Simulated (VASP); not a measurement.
# SiC (zinc blende) (F-43m) in VASP: notebook, part 2 of 2

VASP 6.6.1.

**3. Single point, PBEsol (volume scaled by 0.8)**

Input file INCAR:

```
PREC     = Accurate       # precision mode
ENCUT    = 600            # plane-wave cutoff, eV
EDIFF    = 1E-6           # SCF threshold, eV
ISMEAR   = 0              # smearing method
SIGMA    = 0.01           # smearing width, eV
LREAL    = F              # projectors in reciprocal space
LASPH    = T              # aspherical terms in the spheres
NELM     = 120            # most SCF steps
ALGO     = Normal         # electronic algorithm
ISIF     = 2              # what is computed and relaxed
LWAVE    = F              # write WAVECAR
LCHARG   = T              # write CHGCAR
GGA      = PS             # functional
LELF     = T              # ELF
LVHAR    = T            
NBANDS   = 11             # bands
GGA_COMPAT= F
```

Input file KPOINTS:

```
regular mesh
0
Gamma
  10 10 10
```

Input file POSCAR:

```
SiC
1.0
    0.0000000000      2.0237327315      2.0237327315
    2.0237327315      0.0000000000      2.0237327315
    2.0237327315      2.0237327315      0.0000000000
Si C
1 1
Direct
    0.0000000000      0.0000000000      0.0000000000
    0.2500000000      0.2500000000      0.2500000000
```

Potentials or basis: VASP PAW PBE potentials, release 64 (Si, C).

Started as:

```
cat potpaw_PBE.64/Si/POTCAR potpaw_PBE.64/C/POTCAR > POTCAR
mpirun -np 1 vasp_std > vasp.out
```

OUTCAR:

```text
PREC = Accurate
   ENCUT = 600
   EDIFF = 1E-6
   ISMEAR = 0
   LREAL = F
   LASPH = T
   NELM = 120
   ISIF = 2
   GGA = PS

 ion  position               nearest neighbor table
   1  0.000  0.000  0.000-   2 1.75   2 1.75   2 1.75   2 1.75
   2  0.250  0.250  0.250-   1 1.75   1 1.75   1 1.75   1 1.75

  LATTYP: Found a face centered cubic cell.
 ALAT       =     4.0474654630

  Lattice vectors:

 A1 = (   0.0000000000,   2.0237327315,   2.0237327315)
 A2 = (   2.0237327315,   0.0000000000,   2.0237327315)
 A3 = (   2.0237327315,   2.0237327315,   0.0000000000)

Analysis of symmetry for initial positions (statically):
=====================================================================
 Subroutine PRICEL returns:
 Original cell was already a primitive cell.

 Routine SETGRP: Setting up the symmetry group for a
 face centered cubic supercell.

 Subroutine GETGRP returns: Found 24 space group operations
 (whereof 24 operations were pure point group operations)
 out of a pool of 48 trial point group operations.

The static configuration has the point symmetry T_d .

Analysis of symmetry for dynamics (positions and initial velocities):
=====================================================================
 Subroutine PRICEL returns:
 Original cell was already a primitive cell.

 Routine SETGRP: Setting up the symmetry group for a
 face centered cubic supercell.

 Subroutine GETGRP returns: Found 24 space group operations
 (whereof 24 operations were pure point group operations)
 out of a pool of 48 trial point group operations.

The dynamic configuration has the point symmetry T_d .

 Subroutine INISYM returns: Found 24 space group operations
 (whereof 24 operations are pure point group operations),
 and found     1 'primitive' translations

----------------------------------------------------------------------------------------

                                     Primitive cell

  volume of cell :      16.5764
[... 111 lines left out ...]
  Fermi-wavevector in a.u.,A,eV,Ry     =   1.284128  2.426650 22.435802  1.648985
  Thomas-Fermi vector in A             =   2.416340
   LORBIT       =      0    0 simple, 1 ext, 2 COOP (PROOUT), +10 PAW based schemes
   GGA     = PS    functional components
   LHFCALC =     F    Hartree Fock is set to
   AEXX    =    0.0000 exact exchange contribution
   IVDW    =     0    specifies the selected vdW correction
   LEPSILON=     F    determine dielectric tensor
   LRPA    =     F    only Hartree local field effects (RPA)
 non-spin polarized calculation
 Gauss-broadening in eV      SIGMA  =   0.01
  energy-cutoff  :      600.00
  volume of cell :       16.58
 maximum number of plane-waves:       568
   NGX = 11   NGY = 11   NGZ = 11

 number of electron       8.0000000 magnetization

 Free energy of the ion-electron system (eV)
  ---------------------------------------------------
  ext. energy  EPLUGINS =         0.00000000
  ---------------------------------------------------
  free energy    TOTEN  =       -15.10504350 eV

  energy without entropy =      -15.10504350  energy(sigma->0) =      -15.10504350

 E-fermi :  10.8425     XC(G=0): -12.4874

 val. band max:       10.7434683472   @ k =   0.0000   0.0000   0.0000
 cond. band min:      11.7459467750   @ k =   0.5000   0.5000   0.0000
 fundamental gap:      1.0024784278
 Fermi energy:        10.8424971859

 k-point     1 :       0.0000    0.0000    0.0000
  band No.  band energies     occupation
      1      -6.5287      2.00000
      2      10.7435      2.00000
      3      10.7435      2.00000
      4      10.7435      2.00000
      5      19.5766      0.00000
      6      19.7032      0.00000
      7      19.7032      0.00000
      8      19.7032      0.00000
      9      26.5991      0.00000
     10      26.5991      0.00000
     11      29.7779      0.00000
[... 309 lines left out ...]
 k-point    24 :       0.4000    0.3000    0.0000
  band No.  band energies     occupation
      1      -2.7489      2.00000
      2       4.8737      2.00000
      3       7.1258      2.00000
      4       7.7608      2.00000
      5      13.6390      0.00000
      6      17.2445      0.00000
      7      24.8250      0.00000
      8      24.8824      0.00000
      9      27.3176      0.00000
     10      30.9811      0.00000
     11      35.2427      0.00000

 [... further k-points ...]
[... 5 lines left out ...]
  --------------------------------------------------------------------------------------
  -------------------------------------------------------------------------------------
  Total        7.7467041      7.7467041      7.7467041      0.0000000      0.0000000      0.0000000
  in kB      748.7521609    748.7521609    748.7521609      0.0000000      0.0000000      0.0000000
  external PRESSURE =     748.7521609 kB  Pullay stress =       0.0000000 kB

 VOLUME and BASIS-vectors are now :
 -----------------------------------------------------------------------------
  energy-cutoff  :      600.00
  volume of cell :       16.58
      direct lattice vectors                 reciprocal lattice vectors
     0.000000000  2.023732731  2.023732731    -0.247068198  0.247068198  0.247068198
     2.023732731  0.000000000  2.023732731     0.247068198 -0.247068198  0.247068198
     2.023732731  2.023732731  0.000000000     0.247068198  0.247068198 -0.247068198

 POSITION                                       TOTAL-FORCE (eV/Angst)
 -----------------------------------------------------------------------------------
      0.00000      0.00000      0.00000         0.000000      0.000000      0.000000
      1.01187      1.01187      1.01187        -0.000000     -0.000000     -0.000000
 -----------------------------------------------------------------------------------
    total drift:                                0.000000      0.000000      0.000000

  FREE ENERGIE OF THE ION-ELECTRON SYSTEM (eV)
  ---------------------------------------------------
  free  energy   TOTEN  =       -15.1050435039 eV

  energy  without entropy=      -15.1050435039  energy(sigma->0) =      -15.10504350
```

stdout:

```text
POSCAR found type information on POSCAR SiC
 POSCAR found :  2 types and       2 ions
 scaLAPACK will be used
 -----------------------------------------------------------------------------
|                                                                             |
|                                                                             |
|     You enforced a specific xc type in the INCAR file but a different       |
|     I HOPE YOU KNOW WHAT YOU ARE DOING!                                     |
|                                                                             |
 -----------------------------------------------------------------------------

 LDA part: xc-table for (Slater+PW92), standard interpolation
 POSCAR, INCAR and KPOINTS ok, starting setup
 FFT: planning ... GRIDC
 FFT: planning ... GRID_SOFT
 FFT: planning ... GRID
 WAVECAR not read
 entering main loop
```

It took 12 s on 1 thread of Intel Xeon Platinum 8259CL at 2.50GHz (Skylake/Cascade Lake), shared host; peak memory 0.13 GiB.

Results:

- Free energy: -15.1050 eV
- Pressure: 74.9 GPa
- Band gap on the k mesh: 1.00 eV, indirect (least direct gap 4.63 eV)

Levels at points of the mesh, in eV from the valence-band top:
```tsv
k point	band 2	band 3	band 4	band 5	band 6	band 7
(0.00, 0.00, 0.00)	0.00	0.00	0.00	8.83	8.96	8.96
(0.50, 0.00, 0.00)	-9.92	-1.08	-1.08	7.50	8.09	8.09
(0.50, 0.50, 0.00)	-8.63	-3.63	-3.63	1.00	5.06	16.66
```

Caveat: the PAW data sets were made with another functional, which shifts forces and pressure a little. A k mesh can miss the band edges.
